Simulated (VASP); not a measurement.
# TiB2 (P6/mmm) in VASP: notebook

TiB2 is run at these levels: PBEsol; tasks: single point.

All numbers are computed with VASP 6.6.1; they aren't measurements. Logs are shortened: lines on timing, memory, paths and dates and some standing lists are left out, and cuts for length are marked.

## (1) The cell of the first run

The structure is hexagonal, space group P6/mmm (No. 191). Conventional cell: a = 3.019 Å, b = 3.019 Å, c = 3.218 Å, α = 90.00°, β = 90.00°, γ = 120.00°. Within 3.1 Å of Ti (site symmetry 6/mmm) lie 12 B at 2.37 Å and 6 Ti at 3.02 Å. Within 2.3 Å of B (site symmetry -6m2) lie 3 B at 1.74 Å.

## (2) Single point, PBEsol (volume scaled by 0.99)

Contents of INCAR:

```
SYSTEM = TiB2
  PREC = Accurate
  ENCUT = 520
  EDIFF = 1E-6
  ISMEAR = -1
  SIGMA = 0.03
  LREAL = .False.
  LASPH = .True.
  NELM = 60
  ALGO = Normal
  ISIF = 2
  LWAVE = .False.
  LCHARG = .True.
  GGA = PS
  LELF = .True.
  LVHAR = .True.
  NBANDS = 16
```

Contents of KPOINTS:

```
Automatic mesh
0
Gamma
  14 14 11
  0 0 0
```

Contents of POSCAR:

```
TiB2
1.0
    3.0190670283      0.0000000000      0.0000000000
   -1.5095335141      2.6145887422      0.0000000000
    0.0000000000      0.0000000000      3.2176025949
Ti B
1 2
Direct
    0.0000000000      0.0000000000      0.0000000000
    0.3333333333      0.6666666667      0.5000000000
    0.6666666667      0.3333333333      0.5000000000
```

Potentials or basis: VASP PAW PBE potentials, release 64 (Ti_sv, B).

Launch:

```console
cat potpaw_PBE.64/Ti_sv/POTCAR potpaw_PBE.64/B/POTCAR > POTCAR
mpirun -np 1 vasp_std > vasp.out
```

OUTCAR:

```text
SYSTEM = TiB2
   PREC = Accurate
   ENCUT = 520
   EDIFF = 1E-6
   ISMEAR = -1
   LREAL = .False.
   LASPH = .True.
   NELM = 60
   ISIF = 2
   GGA = PS

 ion  position               nearest neighbor table
   1  0.000  0.000  0.000-   2 2.37   3 2.37   2 2.37   3 2.37   2 2.37   2 2.37   3 2.37   3 2.37
                             3 2.37   3 2.37   2 2.37   2 2.37
   2  0.333  0.667  0.500-   3 1.74   3 1.74   3 1.74   1 2.37   1 2.37   1 2.37   1 2.37   1 2.37
                             1 2.37
   3  0.667  0.333  0.500-   2 1.74   2 1.74   2 1.74   1 2.37   1 2.37   1 2.37   1 2.37   1 2.37
                             1 2.37

  LATTYP: Found a hexagonal cell.
 ALAT       =     3.0190670283
 C/A-ratio  =     1.0657605693

  Lattice vectors:

 A1 = (   3.0190670283,   0.0000000000,   0.0000000000)
 A2 = (  -1.5095335141,   2.6145887422,   0.0000000000)
 A3 = (   0.0000000000,   0.0000000000,   3.2176025949)

Analysis of symmetry for initial positions (statically):
=====================================================================
 Subroutine PRICEL returns:
 Original cell was already a primitive cell.

 Routine SETGRP: Setting up the symmetry group for a
 hexagonal supercell.

 Subroutine GETGRP returns: Found 24 space group operations
 (whereof 24 operations were pure point group operations)
 out of a pool of 24 trial point group operations.

The static configuration has the point symmetry D_6h.

Analysis of symmetry for dynamics (positions and initial velocities):
=====================================================================
 Subroutine PRICEL returns:
 Original cell was already a primitive cell.

 Routine SETGRP: Setting up the symmetry group for a
 hexagonal supercell.

 Subroutine GETGRP returns: Found 24 space group operations
 (whereof 24 operations were pure point group operations)
 out of a pool of 24 trial point group operations.

The dynamic configuration has the point symmetry D_6h.

 Subroutine INISYM returns: Found 24 space group operations
 (whereof 24 operations are pure point group operations),
 and found     1 'primitive' translations

----------------------------------------------------------------------------------------

                                     Primitive cell

  volume of cell :      25.3985

  direct lattice vectors                    reciprocal lattice vectors
     3.019067028  0.000000000  0.000000000     0.331228154  0.191234664  0.000000000
    -1.509533514  2.614588742  0.000000000     0.000000000  0.382469328  0.000000000
     0.000000000  0.000000000  3.217602595     0.000000000  0.000000000  0.310790401

  length of vectors
     3.019067028  3.019067028  3.217602595     0.382469328  0.382469328  0.310790401

  position of ions in fractional coordinates (direct lattice)
     0.000000000  0.000000000  0.000000000
     0.333333333  0.666666667  0.500000000
     0.666666667  0.333333333  0.500000000

  ion indices of the primitive-cell ions
   primitive index   ion index
                 1           1
                 2           2
                 3           3

----------------------------------------------------------------------------------------

 KPOINTS: Automatic mesh

Automatic generation of k-mesh.
 Grid dimensions read from file:
 generate k-points for:   14   14   11

 Generating k-lattice:

  Cartesian coordinates                     Fractional coordinates (reciprocal lattice)
     0.023659154  0.013659619  0.000000000     0.071428571 -0.000000000  0.000000000
     0.000000000  0.027319238  0.000000000     0.000000000  0.071428571  0.000000000
     0.000000000  0.000000000  0.028253673     0.000000000  0.000000000  0.090909091

  Length of vectors
     0.027319238  0.027319238  0.028253673

  Shift w.r.t. Gamma in fractional coordinates (k-lattice)
     0.000000000  0.000000000  0.000000000

 Subroutine IBZKPT returns following result:
 ===========================================

 Found    144 irreducible k-points:

 Following reciprocal coordinates:
            Coordinates               Weight
  0.000000  0.000000  0.000000      1.000000
  0.071429 -0.000000  0.000000      6.000000
  0.142857 -0.000000  0.000000      6.000000
  0.214286 -0.000000  0.000000      6.000000
  0.285714  0.000000  0.000000      6.000000
  0.357143  0.000000  0.000000      6.000000
[... 16 lines left out ...]
  0.285714  0.285714  0.000000      6.000000
  0.357143  0.285714  0.000000      6.000000
 [... further k-points ...]
   k-points           NKPTS =    144   k-points in BZ     NKDIM =    144   number of bands    NBANDS=     16
   number of dos      NEDOS =    301   number of ions     NIONS =      3
   total plane-waves  NPLWV =  13824
   dimension x,y,z NGX =    24 NGY =   24 NGZ =   24
   dimension x,y,z NGXF=    48 NGYF=   48 NGZF=   48
   ions per type =               1   2
   NGX,Y,Z   is equivalent  to a cutoff of  13.22, 13.22, 12.40 a.u.
   NGXF,Y,Z  is equivalent  to a cutoff of  26.43, 26.43, 24.80 a.u.
 SYSTEM =  TiB2
   PREC   = accura    normal or accurate (medium, high low for compatibility)
   ISTART =      0    job   : 0-new  1-cont  2-samecut
   ICHARG =      2    charge: 1-file 2-atom 10-const
   ISPIN  =      1    spin polarized calculation?
   LNONCOLLINEAR =      F non collinear calculations
   LSORBIT =      F    spin-orbit coupling
   LASPH  =      T    aspherical Exc in radial PAW
   ENCUT  =  520.0 eV  38.22 Ry    6.18 a.u.   5.61  5.61  5.98*2*pi/ulx,y,z
   NELM   =     60;   NELMIN=  2; NELMDL= -5     # of ELM steps
   EDIFF  = 0.1E-05   stopping-criterion for ELM
   LREAL  =      F    real-space projection
   EDIFFG = 0.1E-04   stopping-criterion for IOM
   NSW    =      0    number of steps for IOM
   IBRION =     -1    ionic relax: 0-MD 1-quasi-New 2-CG
   NFREE  =      0    steps in history (QN), initial steepest desc. (CG)
   ISIF   =      2    stress and relaxation
   ISYM   =      2    0-nonsym 1-usesym 2-fastsym
   POTIM  = 0.5000    time-step for ionic-motion
   TEBEG  =    0.0;   TEEND  =   0.0 temperature during run
   PSTRESS=    0.0 pullay stress
   NELECT =      18.0000    total number of electrons
   NUPDOWN=      -1.0000    fix difference up-down
   EMIN   =  10.00;   EMAX   =-10.00  energy-range for DOS
   EFERMI =   0.00;   METHOD = LEGACY
   ISMEAR =    -1;   SIGMA  =   0.03  broadening in eV -4-tet -1-fermi 0-gaus
   EFERMI_NEDOS =   21; number of points for ismear=-14 and -15
   IALGO  =     38    algorithm
   IMIX   =      4    mixing-type and parameters
     AMIX     =   0.40;   BMIX     =  1.00
     AMIX_MAG =   1.60;   BMIX_MAG =  1.00
  volume/ion in A,a.u.               =       8.47        57.13
  Fermi-wavevector in a.u.,A,eV,Ry     =   1.459585  2.758216 28.985706  2.130389
  Thomas-Fermi vector in A             =   2.576135
   LORBIT       =      0    0 simple, 1 ext, 2 COOP (PROOUT), +10 PAW based schemes
   GGA     = PS    functional components
   LHFCALC =     F    Hartree Fock is set to
   AEXX    =    0.0000 exact exchange contribution
   IVDW    =     0    specifies the selected vdW correction
   LEPSILON=     F    determine dielectric tensor
   LRPA    =     F    only Hartree local field effects (RPA)
 non-spin polarized calculation
  energy-cutoff  :      520.00
  volume of cell :       25.40
 maximum number of plane-waves:       702
 NGX is ok and might be reduce to    24
   NGX = 11   NGY = 11   NGZ = 11

 number of electron      18.0000001 magnetization

 Free energy of the ion-electron system (eV)
  ---------------------------------------------------
  ext. energy  EPLUGINS =         0.00000000
  ---------------------------------------------------
  free energy    TOTEN  =       -25.78948690 eV

  energy without entropy =      -25.78840284  energy(sigma->0) =      -25.78894487

 E-fermi :  10.0488     XC(G=0): -12.9206

 val. band max:        9.9804572447   @ k =   0.0714   0.0714   0.2727
 cond. band min:      10.0571189730   @ k =   0.0714  -0.0000   0.2727
 fundamental gap:      0.0766617284
 Fermi energy:        10.0487952812

 k-point     1 :       0.0000    0.0000    0.0000
  band No.  band energies     occupation
      1     -46.6590      2.00000
      2     -23.1223      2.00000
      3     -22.7924      2.00000
      4     -22.7924      2.00000
      5      -3.5086      2.00000
      6       7.4020      2.00000
[... 8 lines left out ...]
     15      15.8261      0.00000
     16      17.0818      0.00000

 k-point     2 :       0.0714   -0.0000    0.0000
  band No.  band energies     occupation
      1     -46.6561      2.00000
      2     -23.1186      2.00000
      3     -22.8142      2.00000
      4     -22.7973      2.00000
      5      -3.4094      2.00000
      6       7.1176      2.00000
[... 8 lines left out ...]
     15      16.4524      0.00000
     16      17.3910      0.00000

 k-point     3 :       0.1429   -0.0000    0.0000
  band No.  band energies     occupation
      1     -46.6481      2.00000
      2     -23.1084      2.00000
      3     -22.8750      2.00000
      4     -22.8111      2.00000
      5      -3.1161      2.00000
      6       6.3589      2.00000
[... 8 lines left out ...]
     15      17.7748      0.00000
     16      18.3111      0.00000

 k-point     4 :       0.2143   -0.0000    0.0000
  band No.  band energies     occupation
      1     -46.6364      2.00000
      2     -23.0937      2.00000
      3     -22.9618      2.00000
      4     -22.8310      2.00000
      5      -2.6409      2.00000
      6       5.3236      2.00000
[... 8 lines left out ...]
     15      17.8035      0.00000
     16      19.3467      0.00000

 k-point     5 :       0.2857    0.0000    0.0000
  band No.  band energies     occupation
      1     -46.6234      2.00000
      2     -23.0773      2.00000
      3     -23.0569      2.00000
      4     -22.8529      2.00000
      5      -2.0011      2.00000
      6       4.1670      2.00000
[... 8 lines left out ...]
     15      17.4088      0.00000
     16      19.2552      0.00000

 k-point     6 :       0.3571    0.0000    0.0000
  band No.  band energies     occupation
      1     -46.6116      2.00000
      2     -23.1415      2.00000
      3     -23.0625      2.00000
      4     -22.8726      2.00000
      5      -1.2163      2.00000
      6       2.9813      2.00000
[... 8 lines left out ...]
     15      17.5140      0.00000
     16      18.9323      0.00000
[... 267 lines left out ...]
 k-point    21 :       0.2857    0.2143    0.0000
  band No.  band energies     occupation
      1     -46.6006      2.00000
      2     -23.1450      2.00000
      3     -23.0487      2.00000
      4     -22.9688      2.00000
      5      -0.2067      2.00000
      6       2.7337      2.00000
[... 8 lines left out ...]
     15      18.8209      0.00000
     16      20.2326      0.00000

 k-point    22 :       0.3571    0.2143    0.0000
  band No.  band energies     occupation
      1     -46.5962      2.00000
      2     -23.1597      2.00000
      3     -23.0431      2.00000
      4     -22.9934      2.00000
      5       0.7310      2.00000
      6       1.7425      2.00000
[... 8 lines left out ...]
     15      18.9948      0.00000
     16      20.2819      0.00000

 k-point    23 :       0.2857    0.2857    0.0000
  band No.  band energies     occupation
      1     -46.5955      2.00000
      2     -23.1353      2.00000
      3     -23.0423      2.00000
      4     -23.0241      2.00000
      5       0.6573      2.00000
      6       2.3341      2.00000
[... 8 lines left out ...]
     15      19.4259      0.00000
     16      20.7311      0.00000

 k-point    24 :       0.3571    0.2857    0.0000
  band No.  band energies     occupation
      1     -46.5937      2.00000
      2     -23.1207      2.00000
      3     -23.0550      2.00000
      4     -23.0400      2.00000
      5       1.4807      2.00000
      6       1.6911      2.00000
[... 8 lines left out ...]
     15      19.8156      0.00000
     16      20.6079      0.00000

 [... further k-points ...]

------------------------ aborting loop because EDIFF is reached ----------------------------------------

  FORCE on cell =-STRESS in cart. coord.  units (eV):
  Direction    XX          YY          ZZ          XY          YZ          ZX
  --------------------------------------------------------------------------------------
  -------------------------------------------------------------------------------------
  Total       -0.1627246     -0.1627246     -0.7289595     -0.0000000      0.0000000      0.0000000
  in kB      -10.2649109    -10.2649109    -45.9838638     -0.0000000      0.0000000      0.0000000
  external PRESSURE =     -22.1712285 kB  Pullay stress =       0.0000000 kB

 VOLUME and BASIS-vectors are now :
 -----------------------------------------------------------------------------
  energy-cutoff  :      520.00
  volume of cell :       25.40
      direct lattice vectors                 reciprocal lattice vectors
     3.019067028  0.000000000  0.000000000     0.331228154  0.191234664  0.000000000
    -1.509533514  2.614588742  0.000000000     0.000000000  0.382469328  0.000000000
     0.000000000  0.000000000  3.217602595     0.000000000  0.000000000  0.310790401

 POSITION                                       TOTAL-FORCE (eV/Angst)
 -----------------------------------------------------------------------------------
      0.00000      0.00000      0.00000        -0.000000      0.000000     -0.000000
     -0.00000      1.74306      1.60880        -0.000000     -0.000000      0.000000
      1.50953      0.87153      1.60880         0.000000      0.000000     -0.000000
 -----------------------------------------------------------------------------------
    total drift:                               -0.000000      0.000000      0.000000

  FREE ENERGIE OF THE ION-ELECTRON SYSTEM (eV)
  ---------------------------------------------------
  free  energy   TOTEN  =       -25.7894868996 eV

  energy  without entropy=      -25.7884028379  energy(sigma->0) =      -25.78894487
```

Run time: 66 s. Hardware: 1 thread of Intel Xeon 8259CL, shared host; peak memory 0.18 GiB.

Results:

* Free energy: -25.7895 eV
* Pressure: -2.2 GPa
* Band gap on the k mesh: zero (band 9 reaches 10.50 eV, above the bottom of band 10 at 9.85 eV)

Levels at points of the mesh, in eV from the Fermi level:
| k point | band 5 | band 6 | band 7 | band 8 | band 9 | band 10 | band 11 | band 12 | band 13 | band 14 |
| --- | --- | --- | --- | --- | --- | --- | --- | --- | --- | --- |
| (0.00, 0.00, 0.00) | -13.56 | -2.65 | -2.65 | -2.34 | -2.21 | 1.89 | 1.89 | 3.70 | 3.70 | 5.78 |
| (0.50, 0.00, 0.00) | -9.44 | -9.23 | -3.29 | -3.29 | -2.35 | 1.32 | 2.77 | 3.25 | 3.38 | 7.45 |

Caveat: the PAW data sets were made with another functional, which shifts forces and pressure a little.

## (3) Single point, PBEsol (volume scaled by 1.02)

Contents of INCAR:

```
PREC = Accurate
ENCUT = 520
EDIFF = 1E-6
ISMEAR = -1
SIGMA = 0.03
LREAL = False
LASPH = True
NELM = 100
ALGO = Normal
ISIF = 2
LWAVE = False
LCHARG = False
GGA = PS
NBANDS = 16
```

Contents of KPOINTS:

```
Automatic mesh
0
Gamma
  14 14 11
```

Contents of POSCAR:

```
TiB2
1.0
    3.0492597015      0.0000000000      0.0000000000
   -1.5246298507      2.6407363642      0.0000000000
    0.0000000000      0.0000000000      3.2497807555
Ti B
1 2
Direct
    0.0000000000      0.0000000000      0.0000000000
    0.3333333333      0.6666666667      0.5000000000
    0.6666666667      0.3333333333      0.5000000000
```

Potentials or basis: VASP PAW PBE potentials, release 64 (Ti_sv, B).

Launch:

```console
cat potpaw_PBE.64/Ti_sv/POTCAR potpaw_PBE.64/B/POTCAR > POTCAR
mpirun -np 1 vasp_std > vasp.out
```

Run time: 79 s. Hardware: 1 thread of Intel Xeon 8259CL, shared host; peak memory 0.18 GiB.

It converged, with:

```
Free energy            : -25.7612 eV
Pressure               : -9.5 GPa
Band gap on the k mesh : zero (band 9 reaches 10.15 eV, above the bottom of band 10 at 9.53 eV)
```

Stress tensor (GPa, compression positive):
```
 -8.88   0.00   0.00
  0.00  -8.88   0.00
  0.00   0.00 -10.70
```

Levels at points of the mesh, in eV from the Fermi level:
| k point | band 6 | band 7 | band 8 | band 9 | band 10 | band 11 | band 12 | band 13 |
| --- | --- | --- | --- | --- | --- | --- | --- | --- |
| (0.00, 0.00, 0.00) | -2.58 | -2.58 | -2.33 | -2.13 | 1.81 | 1.81 | 3.56 | 3.56 |
| (0.50, 0.00, 0.00) | -9.17 | -3.24 | -3.19 | -2.27 | 1.27 | 2.65 | 3.11 | 3.30 |

Caveat: the PAW data sets were made with another functional, which shifts forces and pressure a little.

## (4) Single point, PBEsol (volume scaled by 1.06)

Contents of INCAR:

```
ALGO = Normal
EDIFF = 1E-6
ENCUT = 520
GGA = PS
ISIF = 2
ISMEAR = -1
LASPH = True
LCHARG = False
LREAL = False
LWAVE = False
NBANDS = 16
NELM = 100
PREC = Accurate
SIGMA = 0.03
```

Contents of KPOINTS:

```
k-points
0
Gamma
  14 14 11
```

Contents of POSCAR:

```
TiB2
1.0
    3.0886093280      0.0000000000      0.0000000000
   -1.5443046640      2.6748141404      0.0000000000
    0.0000000000      0.0000000000      3.2917180359
Ti B
1 2
Direct
    0.0000000000      0.0000000000      0.0000000000
    0.3333333333      0.6666666667      0.5000000000
    0.6666666667      0.3333333333      0.5000000000
```

Launch:

```console
cat potpaw_PBE.64/Ti_sv/POTCAR potpaw_PBE.64/B/POTCAR > POTCAR
mpirun -np 1 vasp_std > vasp.out
```

It took 74 s on 1 thread of Intel Xeon 8259CL, shared host; peak memory 0.18 GiB.

The run converged. Its results:

| Quantity | Value |
| --- | --- |
| Free energy | -25.6739 eV |
| Pressure | -17.7 GPa |
| Band gap on the k mesh | zero (band 9 reaches 9.71 eV, above the bottom of band 10 at 9.12 eV) |

Stress tensor (GPa, compression positive):
```
-17.75   0.00   0.00
  0.00 -17.75   0.00
  0.00   0.00 -17.48
```

Levels at points of the mesh, in eV from the Fermi level:
| k point | band 6 | band 7 | band 8 | band 9 | band 10 | band 11 | band 12 | band 13 |
| --- | --- | --- | --- | --- | --- | --- | --- | --- |
| (0.00, 0.00, 0.00) | -2.49 | -2.49 | -2.30 | -2.03 | 1.71 | 1.71 | 3.39 | 3.39 |
| (0.50, 0.00, 0.00) | -9.09 | -3.18 | -3.08 | -2.17 | 1.20 | 2.51 | 2.94 | 3.20 |

Caveat: the PAW data sets were made with another functional, which shifts forces and pressure a little.

(Part 1 of 2 ends here.)
